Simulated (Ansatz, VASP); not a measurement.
## InP: VASP beside Ansatz

The input INCAR:

```
PREC = Accurate ; ENCUT = 520
EDIFF = 1E-8 ; ISMEAR = -1
SIGMA = 0.05 ; LREAL = False
LASPH = True ; NELM = 100
ALGO = Normal ; ISIF = 2
LWAVE = False ; LCHARG = False
GGA = CA ; LEFG = True
NBANDS = 16
```

File KPOINTS:

```
regular mesh
0
Gamma
  11 11 11
```

Contents of POSCAR:

```
InP
1.0
    0.0000000000      2.8644851195      2.8644851195
    2.8644851195      0.0000000000      2.8644851195
    2.8644851195      2.8644851195      0.0000000000
In P
1 1
Direct
    0.0000000000      0.0000000000      0.0000000000
    0.5000000000      0.5000000000      0.5000000000
```

Input for Ansatz:

```yaml
crystal:
  lattice:
    - [0.0, 2.8644851195, 2.8644851195]
    - [2.8644851195, 0.0, 2.8644851195]
    - [2.8644851195, 2.8644851195, 0.0]
  atoms:
    - { symbol: In, position: [0.0, 0.0, 0.0] }
    - { symbol: P, position: [0.5, 0.5, 0.5] }
kpoints:
  mp_grid: { grid: [11, 11, 11] }
scf:
  occupations: { method: fermi_dirac, width: 0.05 }
hamiltonian:
  xc: lda
  pseudopotentials: { kind: paw }
output:
  forces: true
  stress: true
  eigenvalues: true
  efg: { contact_densities: true }
```

Change from the starting cell: volume scaled by 1.01, PAW files.

Alike in both runs: task electric field gradients; functional LDA; k mesh 11 × 11 × 11; occupations fermi-dirac, width 0.05 eV; no spin polarisation.

```csv
,VASP,Ansatz
version,VASP 6.6.1,Ansatz 0.2.0
potentials or method,"VASP PAW LDA potentials, release 64 (In_d, P)","PAW with Ansatz's default frozen-core files, scalar-relativistic"
plane-wave cutoff (eV),520,420
valence electrons in the cell,18,18
```

```csv
,VASP,Ansatz,Ansatz less VASP
pressure (GPa),-10.0,-10.0,-0.01
```

LDA's correlation is that of Perdew and Zunger in VASP and of Perdew and Wang (1992) in Ansatz.
